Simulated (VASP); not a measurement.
Input of a VASP 6.6.1 run:

The input INCAR:

```
PREC = Accurate ; ENCUT = 520
EDIFF = 1E-6 ; ISMEAR = 0
SIGMA = 0.1 ; LREAL = False
LASPH = True ; NELM = 150
ALGO = Normal ; ISIF = 2
LWAVE = False ; LCHARG = False
ISPIN = 2 ; MAGMOM = 0.19 0.19 0.19 0.19 2.66 2.66 0.04 0.04
LORBIT = 11 ; LMAXMIX = 4
GGA = PE ; NBANDS = 53
```

File KPOINTS:

```
Automatic mesh
0
Gamma
  6 6 2
```

POSCAR

```
K2WF
1.0
    3.8307059100      0.0000000000      0.0000000000
   -1.9153529500      3.3174886300      0.0000000000
    0.0000000000      0.0000000000     13.6416190400
K W F
4 2 2
Direct
    0.6666666700      0.3333333300      0.9028959900
    0.3333333300      0.6666666700      0.0971040100
    0.3333333300      0.6666666700      0.4028959900
    0.6666666700      0.3333333300      0.5971040100
    0.0000000000      0.0000000000      0.0000000000
    0.0000000000      0.0000000000      0.5000000000
    0.3333333300      0.6666666700      0.7500000000
    0.6666666700      0.3333333300      0.2500000000
```

Potentials or basis: VASP PAW PBE potentials, release 64 (K_sv, W_sv, F).

The run is started by

```console
$ cat potpaw_PBE.64/K_sv/POTCAR potpaw_PBE.64/W_sv/POTCAR potpaw_PBE.64/F/POTCAR > POTCAR
$ mpirun -np 1 vasp_std > vasp.out
```

(1) Estimate the net moment.

(2) Estimate the pressure.

(3) Predict the largest force.

(4) Estimate the site moments.

Results:

(1) 8.41 μB per cell.

(2) 20.8 GPa.

(3) 6.041 eV/Å.

(4) K +0.17; W +2.94; F +0.04 μB.

Caveat: forces of over 1 eV/Å act on the atoms, so gaps and moduli don't describe the material at rest.
